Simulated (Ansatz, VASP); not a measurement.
# Ni: VASP beside Ansatz

```
CELL_PARAMETERS angstrom
2.53848 0.00000 0.00000
-1.26924 2.19839 0.00000
0.00000 0.00000 8.30888
ATOMIC_POSITIONS crystal
Ni 0.00000 0.00000 0.00000
Ni 0.00000 0.00000 0.50000
Ni 0.33333 0.66667 0.25000
Ni 0.66667 0.33333 0.75000
```

Alike in both runs: task single point; functional revPBE; k mesh 16 × 16 × 5; occupations fermi-dirac, width 0.05 eV; collinear spin.

|  | VASP | Ansatz |
| --- | --- | --- |
| version | VASP 6.6.1 | Ansatz 0.2.0 |
| potentials or method | VASP PAW PBE potentials, release 64 (Ni), cutoff 520 eV | plane waves (420 eV) with PAW, scalar-relativistic |
| valence electrons in the cell | 40 | 72 |

|  | VASP | Ansatz | Ansatz less VASP |
| --- | --- | --- | --- |
| pressure (GPa) | -6.5 | -6.7 | -0.19 |
| traceless stress, the component that is largest in VASP (GPa) | 0.18 | 0.11 | -0.068 |
| net moment per atom (μB) | 0.64 | 0.66 | +0.021 |
| size of the moment on the site where the two differ most (μB) | 0.65 | 0.70 | +0.047 |

VASP's potentials were made for PBE, not for revPBE. Site moments also hang on the region over which each program counts them. With one functional, cell and mesh, what is left measures potentials, basis and numerics. VASP's potentials hold 40 valence electrons a cell and Ansatz's 72, so a difference there can come from the potentials and not from the codes.
